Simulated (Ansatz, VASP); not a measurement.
TiAl in VASP and in Ansatz

```xyz
2
Lattice="2.8478 0.0000 0.0000 -1.4239 2.4663 0.0000 0.0000 0.0000 4.6199" Properties=species:S:1:pos:R:3 pbc="T T T"
Ti    0.0000    0.0000    0.0000
Al    0.0000    1.6442    2.3100
```

Alike in both runs: task single point; functional PBEsol; k mesh 24 × 24 × 14; occupations gaussian, width 0.15 eV; no spin polarisation.

|  | VASP | Ansatz |
| --- | --- | --- |
| version | VASP 6.6.1 | Ansatz 0.2.0 |
| potentials or method | VASP PAW PBE potentials, release 64 (Ti_sv, Al), cutoff 500 eV | scalar-relativistic, plane waves, PAW |
| valence electrons in the cell | 15 | 15 |

|  | VASP | Ansatz | Ansatz less VASP |
| --- | --- | --- | --- |
| gap on the k mesh at the Fermi level (eV) | none | none | - |
| pressure (GPa) | 0.0 | 0.0 | -0.01 |
| traceless stress, the component that is largest in VASP (GPa) | -0.08 | -0.15 | -0.071 |

VASP's potentials were made for PBE, not for PBEsol. A gap of «none» marks a metal or a gap that the smearing closes. With one functional, cell and mesh, what is left measures potentials, basis and numerics.
